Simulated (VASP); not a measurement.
Wanted: the native input for a VASP 6.6.1 run.

```
Task                   : single point
Functional             : PBE
Dispersion             : D3(BJ)
Potentials or basis    : VASP PAW PBE potentials, release 64 (Al, Ru_sv)
Cutoff                 : 600 eV
k mesh                 : 14 × 14 × 14
Occupations            : gaussian, width 0.1 eV
Spin                   : no spin polarisation
Dipole correction      : no
Second run             : valence_matched
Further INCAR settings : ALGO = Normal; EDIFF = 1e-06; NBANDS = 16
```

The structure of AlRu lies in POSCAR:

```
AlRu
1.0
    2.9795224413      0.0000000000      0.0000000000
    0.0000000000      2.9795224413      0.0000000000
    0.0000000000      0.0000000000      2.9795224413
Al Ru
1 1
Direct
    0.0000000000      0.0000000000      0.0000000000
    0.5000000000      0.5000000000      0.5000000000
```

The input as run:

INCAR

```
SYSTEM = AlRu
PREC = Accurate
ENCUT = 600
EDIFF = 1E-6
ISMEAR = 0
SIGMA = 0.1
LREAL = .False.
LASPH = .True.
NELM = 120
ALGO = Normal
ISIF = 2
LWAVE = .False.
LCHARG = .False.
GGA = PE
IVDW = 12
NBANDS = 16
GGA_COMPAT = .False.
```

KPOINTS

```
Automatic mesh
0
Gamma
  14 14 14
  0 0 0
```

Potentials or basis: VASP PAW PBE potentials, release 64 (Al, Ru_sv).

Launch:

```console
$ cat potpaw_PBE.64/Al/POTCAR potpaw_PBE.64/Ru_sv/POTCAR > POTCAR
$ mpirun -np 1 vasp_std > vasp.out
```

It gave:

```json
{
  "Pressure": "-1.5 GPa",
  "Dispersion energy per atom": "-0.522 eV"
}
```

Caveat: three body term missing; pairwise dispersion overbinds metals, which lowers pressure and volume.

It took 15 s on 1 thread of Intel(R) Xeon(R) Platinum 8488C (Sapphire Rapids), on a shared host, peak memory 0.19 GiB.
